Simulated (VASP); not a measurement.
The system is MoS2.

```
Mo S
1.0
     3.16900    0.00000    0.00000
    -1.58450    2.74443    0.00000
     0.00000    0.00000   12.32400
Mo S
2 4
Direct
  0.66667 0.33333 0.75000
  0.33333 0.66667 0.25000
  0.66667 0.33333 0.37700
  0.33333 0.66667 0.87700
  0.66667 0.33333 0.12300
  0.33333 0.66667 0.62300
```

```yaml
Program: VASP 6.6.1
Task: relaxation of cell and atoms
Functional: RPBE
Dispersion: D3(BJ)
Potentials_or_basis: VASP PAW PBE potentials, release 64 (Mo_sv, S)
Cutoff: 600 eV
k_mesh: 10 × 10 × 3
Occupations: fermi-dirac, width 0.05 eV
Spin: no spin polarisation
```

At the start: pressure -14.9 GPa; volume 17.86 Å³/atom.

Question: How do energy, volume and symmetry change on relaxing?

Answer: Over 18 steps the energy falls by 152.4 meV/atom and the volume is 14.47 Å³/atom (-19.0 %); space group P6_3/mmc (No. 194, to 0.1 Å) before and after.

The path:
```
step  energy change (eV)  largest force (eV/Å)  pressure (GPa)  volume (Å³)
   1              0.0000                0.5578          -14.94       107.18
   2              1.3436                5.3408           45.34        83.31
   3             -0.5290                1.0687           -0.65        98.04
   4             -0.5302                1.1403            0.03        97.71
   5             -0.6811                0.1343           -0.71        94.71
   6             -0.6858                0.2734           -0.66        95.16
   7             -0.7219                0.2999           -0.46        94.08
   8             -0.8230                0.3814            0.53        90.88
   9             -0.8752                0.4139            5.02        84.51
  10             -0.8921                0.4853            3.07        86.97
  11             -0.8939                0.4755            3.63        86.22
  12             -0.9085                0.2268            1.96        86.23
  13             -0.9118                0.0299            0.68        86.25
  14             -0.9118                0.0423            0.76        86.25
  15             -0.9128                0.0348            0.60        86.38
  16             -0.9141                0.0181            0.26        86.66
  17             -0.9132                0.0171           -0.38        87.24
  18             -0.9143                0.0083            0.06        86.84
```

Final structure:
```xyz
6
Lattice="2.9885 0.0000 0.0000 -1.4943 2.5882 0.0000 0.0000 0.0000 11.2273" Properties=species:S:1:pos:R:3 pbc="T T T"
Mo    1.4943    0.8627    8.4205
Mo    0.0000    1.7254    2.8068
S     1.4943    0.8627    4.3976
S     0.0000    1.7254   10.0112
S     1.4943    0.8627    1.2161
S     0.0000    1.7254    6.8297
```

Caveat: the volume moved by over 15 % at a fixed basis, so the end points are rough; the dispersion term is far too large for a dense solid, which distorts pressure and volume; the PAW data sets were made with another functional, which shifts forces and pressure a little.
